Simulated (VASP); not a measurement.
Input of a VASP 6.6.1 run:

INCAR

```
PREC     = Accurate       # precision mode
ENCUT    = 520            # plane-wave cutoff, eV
EDIFF    = 1E-6           # SCF threshold, eV
ISMEAR   = 0              # smearing method
SIGMA    = 0.02           # smearing width, eV
LREAL    = F              # projectors in reciprocal space
LASPH    = T              # aspherical terms in the spheres
NELM     = 100            # most SCF steps
ALGO     = Normal         # electronic algorithm
ISIF     = 2              # what is computed and relaxed
LWAVE    = F              # write WAVECAR
LCHARG   = F              # write CHGCAR
GGA      = PS             # functional
IVDW     = 12             # dispersion correction
NBANDS   = 35             # bands
```

Contents of KPOINTS:

```
Automatic mesh
0
Gamma
  12 12 4
```

POSCAR

```
WSe2
1.0
    3.2308691546      0.0000000000      0.0000000000
   -1.6154345773      2.7980147642      0.0000000000
    0.0000000000      0.0000000000     12.4170507246
W Se
2 4
Direct
    0.6666666667      0.3333333333      0.2499139777
    0.3333333333      0.6666666667      0.7500860223
    0.3333333333      0.6666666667      0.3852905577
    0.6666666667      0.3333333333      0.8854529574
    0.3333333333      0.6666666667      0.1145470426
    0.6666666667      0.3333333333      0.6147094423
```

Potentials or basis: VASP PAW PBE potentials, release 64 (W_sv, Se).

Command:

```sh
$ cat potpaw_PBE.64/W_sv/POTCAR potpaw_PBE.64/Se/POTCAR > POTCAR
$ mpirun -np 1 vasp_std > vasp.out
```

(1) What does it give for the dispersion energy per atom?

(2) Predict the band gap on the k mesh.

## Answers

(1) -0.476 eV.

(2) 0.70 eV (least direct gap 1.65 eV).

Caveat: spin-orbit coupling is left out, which moves the levels of the heavy elements.
